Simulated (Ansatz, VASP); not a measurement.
## WC in VASP and in Ansatz

File INCAR:

```
PREC = Accurate
ENCUT = 520
EDIFF = 1E-6
ISMEAR = 0
SIGMA = 0.018000000000000002
LREAL = False
LASPH = True
NELM = 80
ALGO = Normal
ISIF = 2
LWAVE = False
LCHARG = False
GGA = PE
NBANDS = 16
```

File KPOINTS:

```
Automatic mesh
0
Gamma
  10 10 9
```

The input POSCAR:

```
WC
1.0
    2.9065000000      0.0000000000      0.0000000000
   -1.4532500000      2.5171028361      0.0000000000
    0.0000000000      0.0000000000      2.8366000000
W C
1 1
Direct
    0.0000000000      0.0000000000      0.0000000000
    0.6666666667      0.3333333333      0.5000000000
```

Contents of input.yaml:

```yaml
crystal:
  lattice:
    - [2.9065, 0.0, 0.0]
    - [-1.45325, 2.5171028361, 0.0]
    - [0.0, 0.0, 2.8366]
  atoms:
    - { symbol: W, position: [0.0, 0.0, 0.0] }
    - { symbol: C, position: [0.6666666667, 0.3333333333, 0.5] }
kpoints:
  mp_grid: { grid: [10, 10, 9] }
scf:
  occupations: { method: gaussian, width: 0.018 }
hamiltonian:
  xc: pbe
  pseudopotentials: { kind: all_electron, lapw: { basis_error: 0.001 } }
output:
  forces: true
  stress: true
  eigenvalues: true
```

Alike in both runs: task single point; functional PBE; k mesh 10 × 10 × 9; occupations gaussian, width 0.018 eV; no spin polarisation.

```csv
,VASP,Ansatz
version,VASP 6.6.1,Ansatz 0.2.0
potentials or method,"VASP PAW PBE potentials, release 64 (W_sv, C), cutoff 520 eV","all-electron LAPW, scalar-relativistic"
```

Ansatz gave:

| Property | Result |
| --- | --- |
| gap on the k mesh at the Fermi level (eV) | none |
| pressure (GPa) | 5.7 |
| traceless stress, the component that is largest in VASP (GPa) | -0.61 |

Problem. What did VASP give for the same quantities?

Solution. gap on the k mesh at the Fermi level (eV): none; pressure (GPa): 6.7; traceless stress, the component that is largest in VASP (GPa): -0.45.

A gap of «none» marks a metal or a gap that the smearing closes. Ansatz ran all-electron here, and VASP with PAW potentials.

Neither program's run includes spin-orbit coupling.
